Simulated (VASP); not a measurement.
# K (R-3m) in VASP: notebook

The runs below take K through single point, with PBEsol.

Program: VASP 6.6.1. These are calculated values, not measurements. Logs are shortened: lines on timing, memory, paths and dates and some standing lists are left out, and cuts for length are marked.

**1. The cell of the first run**

The structure is trigonal, space group R-3m (No. 166). The conventional cell has a = 7.817 Å, b = 7.817 Å, c = 4.069 Å, α = 90.00°, β = 90.00°, γ = 120.00°. K (site symmetry -3m) has 14 K at 4.07 to 5.27 Å within 5.3 Å.

**2. Single point, PBEsol**

Contents of INCAR:

```
  PREC = Accurate
  ENCUT = 520
  EDIFF = 1E-7
  ISMEAR = 0
  SIGMA = 0.15
  LREAL = F
  LASPH = T
  NELM = 60
  ALGO = Fast
  ISIF = 2
  LWAVE = F
  LCHARG = F
  GGA = PS
  NBANDS = 10
```

Contents of KPOINTS:

```
regular mesh
0
Gamma
  14 14 14
```

Contents of POSCAR:

```
K
1.0
   -2.9019235440      2.6255498732      2.6255498732
    2.6255498732     -2.9019235440      2.6255498732
    2.6255498732      2.6255498732     -2.9019235440
K
1
Direct
    0.0000000000      0.0000000000      0.0000000000
```

Potentials or basis: VASP PAW PBE potentials, release 64 (K_sv).

Started as:

```sh
> cat potpaw_PBE.64/K_sv/POTCAR > POTCAR
> mpirun -np 1 vasp_std > vasp.out
```

OUTCAR:

```text
PREC = Accurate
   ENCUT = 520
   EDIFF = 1E-7
   ISMEAR = 0
   LREAL = F
   LASPH = T
   NELM = 60
   ISIF = 2
   GGA = PS

 ion  position               nearest neighbor table
   1  0.000  0.000  0.000-

  LATTYP: Found a trigonal (rhomboedric) cell.
 ALAT       =     4.7125560504
 COS(alpha) =    -0.3757523646

  Lattice vectors:

 A1 = (  -2.9019235440,   2.6255498732,   2.6255498732)
 A2 = (   2.6255498732,  -2.9019235440,   2.6255498732)
 A3 = (   2.6255498732,   2.6255498732,  -2.9019235440)

Analysis of symmetry for initial positions (statically):
=====================================================================
 Subroutine PRICEL returns:
 Original cell was already a primitive cell.

 Routine SETGRP: Setting up the symmetry group for a
 trigonal (rhombohedral) supercell.

 Subroutine GETGRP returns: Found 12 space group operations
 (whereof 12 operations were pure point group operations)
 out of a pool of 12 trial point group operations.

The static configuration has the point symmetry D_3d.

Analysis of symmetry for dynamics (positions and initial velocities):
=====================================================================
 Subroutine PRICEL returns:
 Original cell was already a primitive cell.

 Routine SETGRP: Setting up the symmetry group for a
 trigonal (rhombohedral) supercell.

 Subroutine GETGRP returns: Found 12 space group operations
 (whereof 12 operations were pure point group operations)
 out of a pool of 12 trial point group operations.

The dynamic configuration has the point symmetry D_3d.

 Subroutine INISYM returns: Found 12 space group operations
 (whereof 12 operations are pure point group operations),
 and found     1 'primitive' translations

----------------------------------------------------------------------------------------

                                     Primitive cell

  volume of cell :      71.7743

  direct lattice vectors                    reciprocal lattice vectors
    -2.901923544  2.625549873  2.625549873     0.021284057  0.202198541  0.202198541
     2.625549873 -2.901923544  2.625549873     0.202198541  0.021284057  0.202198541
     2.625549873  2.625549873 -2.901923544     0.202198541  0.202198541  0.021284057

  length of vectors
     4.712556050  4.712556050  4.712556050     0.286742935  0.286742935  0.286742935

  position of ions in fractional coordinates (direct lattice)
     0.000000000  0.000000000  0.000000000

  ion indices of the primitive-cell ions
   primitive index   ion index
                 1           1

----------------------------------------------------------------------------------------

 KPOINTS: regular mesh

Automatic generation of k-mesh.
 Grid dimensions read from file:
 generate k-points for:   14   14   14

 Generating k-lattice:

  Cartesian coordinates                     Fractional coordinates (reciprocal lattice)
     0.001520290  0.014442753  0.014442753     0.071428571  0.000000000  0.000000000
     0.014442753  0.001520290  0.014442753     0.000000000  0.071428571  0.000000000
     0.014442753  0.014442753  0.001520290    -0.000000000 -0.000000000  0.071428571

  Length of vectors
     0.020481638  0.020481638  0.020481638

  Shift w.r.t. Gamma in fractional coordinates (k-lattice)
     0.000000000  0.000000000  0.000000000

 Subroutine IBZKPT returns following result:
 ===========================================

 Found    288 irreducible k-points:

 Following reciprocal coordinates:
            Coordinates               Weight
  0.000000  0.000000  0.000000      1.000000
  0.071429 -0.000000 -0.000000      6.000000
  0.142857  0.000000  0.000000      6.000000
  0.214286 -0.000000 -0.000000      6.000000
  0.285714  0.000000  0.000000      6.000000
  0.357143 -0.000000 -0.000000      6.000000
[... 16 lines left out ...]
  0.214286  0.142857  0.000000     12.000000
  0.285714  0.142857  0.000000     12.000000
 [... further k-points ...]
   k-points           NKPTS =    288   k-points in BZ     NKDIM =    288   number of bands    NBANDS=     10
   number of dos      NEDOS =    301   number of ions     NIONS =      1
   total plane-waves  NPLWV =  46656
   dimension x,y,z NGX =    36 NGY =   36 NGZ =   36
   dimension x,y,z NGXF=    72 NGYF=   72 NGZF=   72
   ions per type =               1
   NGX,Y,Z   is equivalent  to a cutoff of  12.70, 12.70, 12.70 a.u.
   NGXF,Y,Z  is equivalent  to a cutoff of  25.40, 25.40, 25.40 a.u.
 SYSTEM =  unknown system
   PREC   = accura    normal or accurate (medium, high low for compatibility)
   ISTART =      0    job   : 0-new  1-cont  2-samecut
   ICHARG =      2    charge: 1-file 2-atom 10-const
   ISPIN  =      1    spin polarized calculation?
   LNONCOLLINEAR =      F non collinear calculations
   LSORBIT =      F    spin-orbit coupling
   LASPH  =      T    aspherical Exc in radial PAW
   ENCUT  =  520.0 eV  38.22 Ry    6.18 a.u.   8.76  8.76  8.76*2*pi/ulx,y,z
   NELM   =     60;   NELMIN=  2; NELMDL= -5     # of ELM steps
   EDIFF  = 0.1E-06   stopping-criterion for ELM
   LREAL  =      F    real-space projection
   EDIFFG = 0.1E-05   stopping-criterion for IOM
   NSW    =      0    number of steps for IOM
   IBRION =     -1    ionic relax: 0-MD 1-quasi-New 2-CG
   NFREE  =      0    steps in history (QN), initial steepest desc. (CG)
   ISIF   =      2    stress and relaxation
   ISYM   =      2    0-nonsym 1-usesym 2-fastsym
   POTIM  = 0.5000    time-step for ionic-motion
   TEBEG  =    0.0;   TEEND  =   0.0 temperature during run
   PSTRESS=    0.0 pullay stress
   NELECT =       9.0000    total number of electrons
   NUPDOWN=      -1.0000    fix difference up-down
   EMIN   =  10.00;   EMAX   =-10.00  energy-range for DOS
   EFERMI =   0.00;   METHOD = LEGACY
   ISMEAR =     0;   SIGMA  =   0.15  broadening in eV -4-tet -1-fermi 0-gaus
   EFERMI_NEDOS =   21; number of points for ismear=-14 and -15
   IALGO  =     68    algorithm
   IMIX   =      4    mixing-type and parameters
     AMIX     =   0.40;   BMIX     =  1.00
     AMIX_MAG =   1.60;   BMIX_MAG =  1.00
  volume/ion in A,a.u.               =      71.77       484.36
  Fermi-wavevector in a.u.,A,eV,Ry     =   0.819406  1.548454  9.135317  0.671427
  Thomas-Fermi vector in A             =   1.930206
   LORBIT       =      0    0 simple, 1 ext, 2 COOP (PROOUT), +10 PAW based schemes
   GGA     = PS    functional components
   LHFCALC =     F    Hartree Fock is set to
   AEXX    =    0.0000 exact exchange contribution
   IVDW    =     0    specifies the selected vdW correction
   LEPSILON=     F    determine dielectric tensor
   LRPA    =     F    only Hartree local field effects (RPA)
 non-spin polarized calculation
 RMM-DIIS sequential band-by-band and
 Gauss-broadening in eV      SIGMA  =   0.15
  energy-cutoff  :      520.00
  volume of cell :       71.77
 maximum number of plane-waves:      1961
   NGX = 17   NGY = 17   NGZ = 17

 number of electron       9.0000000 magnetization

 Free energy of the ion-electron system (eV)
  ---------------------------------------------------
  ext. energy  EPLUGINS =         0.00000000
  ---------------------------------------------------
  free energy    TOTEN  =        -1.11213716 eV

  energy without entropy =       -1.10447465  energy(sigma->0) =       -1.10830590

 E-fermi :  -0.1016     XC(G=0):  -5.7563

 val. band max:       -0.1360666638   @ k =   0.5000   0.2857   0.2857
 cond. band min:      -0.0920303404   @ k =   0.5000   0.3571   0.2143
 fundamental gap:      0.0440363234
 Fermi energy:        -0.1016242959

 k-point     1 :       0.0000    0.0000    0.0000
  band No.  band energies     occupation
      1     -32.1315      2.00000
      2     -15.6384      2.00000
      3     -15.6384      2.00000
      4     -15.6224      2.00000
      5      -2.3028      2.00000
      6       3.7187      0.00000
      7       4.1017      0.00000
      8       4.1017      0.00000
      9       5.5077      0.00000
     10       5.5077      0.00000

 k-point     2 :       0.0714   -0.0000   -0.0000
  band No.  band energies     occupation
      1     -32.1309      2.00000
      2     -15.6394      2.00000
      3     -15.6380      2.00000
      4     -15.6298      2.00000
      5      -2.2293      2.00000
      6       3.7533      0.00000
      7       4.0366      0.00000
      8       4.1444      0.00000
      9       5.2257      0.00000
     10       5.3839      0.00000

 k-point     3 :       0.1429    0.0000    0.0000
  band No.  band energies     occupation
      1     -32.1295      2.00000
      2     -15.6515      2.00000
      3     -15.6409      2.00000
      4     -15.6368      2.00000
      5      -2.0115      2.00000
      6       3.7795      0.00000
      7       3.8662      0.00000
      8       4.2691      0.00000
      9       4.7309      0.00000
     10       5.1422      0.00000

 k-point     4 :       0.2143   -0.0000   -0.0000
  band No.  band energies     occupation
      1     -32.1274      2.00000
      2     -15.6814      2.00000
      3     -15.6443      2.00000
      4     -15.6351      2.00000
      5      -1.6582      2.00000
      6       3.4699      0.00000
      7       3.6392      0.00000
      8       4.4796      0.00000
      9       4.5803      0.00000
     10       4.9524      0.00000
[... 222 lines left out ...]
 k-point    22 :       0.1429    0.1429    0.0000
  band No.  band energies     occupation
      1     -32.1254      2.00000
      2     -15.7128      2.00000
      3     -15.6387      2.00000
      4     -15.6355      2.00000
      5      -1.3945      2.00000
      6       3.3545      0.00000
      7       3.5424      0.00000
      8       4.3890      0.00000
      9       4.5202      0.00000
     10       5.0282      0.00000

 k-point    23 :       0.2143    0.1429    0.0000
  band No.  band energies     occupation
      1     -32.1233      2.00000
      2     -15.7420      2.00000
      3     -15.6415      2.00000
      4     -15.6343      2.00000
      5      -0.9029      2.00000
      6       2.7334      0.00000
      7       3.2156      0.00000
      8       4.5033      0.00000
      9       4.7714      0.00000
     10       5.1596      0.00000

 k-point    24 :       0.2857    0.1429    0.0000
  band No.  band energies     occupation
      1     -32.1217      2.00000
      2     -15.7624      2.00000
      3     -15.6463      2.00000
      4     -15.6334      2.00000
      5      -0.3131      1.95387
      6       2.0876      0.00000
      7       2.9448      0.00000
      8       4.5096      0.00000
      9       4.9348      0.00000
     10       5.3303      0.00000

 [... further k-points ...]

------------------------ aborting loop because EDIFF is reached ----------------------------------------

  FORCE on cell =-STRESS in cart. coord.  units (eV):
  Direction    XX          YY          ZZ          XY          YZ          ZX
  --------------------------------------------------------------------------------------
  -------------------------------------------------------------------------------------
  Total       -0.0025154     -0.0025154     -0.0025154      0.1739107      0.1739107      0.1739107
  in kB       -0.0561504     -0.0561504     -0.0561504      3.8821115      3.8821115      3.8821115
  external PRESSURE =      -0.0561504 kB  Pullay stress =       0.0000000 kB

 VOLUME and BASIS-vectors are now :
 -----------------------------------------------------------------------------
  energy-cutoff  :      520.00
  volume of cell :       71.77
      direct lattice vectors                 reciprocal lattice vectors
    -2.901923544  2.625549873  2.625549873     0.021284057  0.202198541  0.202198541
     2.625549873 -2.901923544  2.625549873     0.202198541  0.021284057  0.202198541
     2.625549873  2.625549873 -2.901923544     0.202198541  0.202198541  0.021284057

 POSITION                                       TOTAL-FORCE (eV/Angst)
 -----------------------------------------------------------------------------------
      0.00000      0.00000      0.00000        -0.000000     -0.000000      0.000000
 -----------------------------------------------------------------------------------
    total drift:                               -0.000000      0.000000      0.000000

  FREE ENERGIE OF THE ION-ELECTRON SYSTEM (eV)
  ---------------------------------------------------
  free  energy   TOTEN  =        -1.1121371554 eV

  energy  without entropy=       -1.1044746498  energy(sigma->0) =       -1.10830590
```

It took 4.2 min on 1 thread of Intel Xeon Platinum 8375C at 2.90GHz (Ice Lake), shared host; peak memory 0.34 GiB.

What came out:

| Item | Value |
| --- | --- |
| Free energy | -1.1121 eV |
| Pressure | 0.0 GPa |
| Band gap on the k mesh | zero (an odd number of electrons rules out a gap without spin polarisation) |

Caveat: the PAW data sets were made with another functional, which shifts forces and pressure a little.

[end of part 1 of 2]

The gap in the log of VASP goes by the Fermi energy; the results here count the filled bands.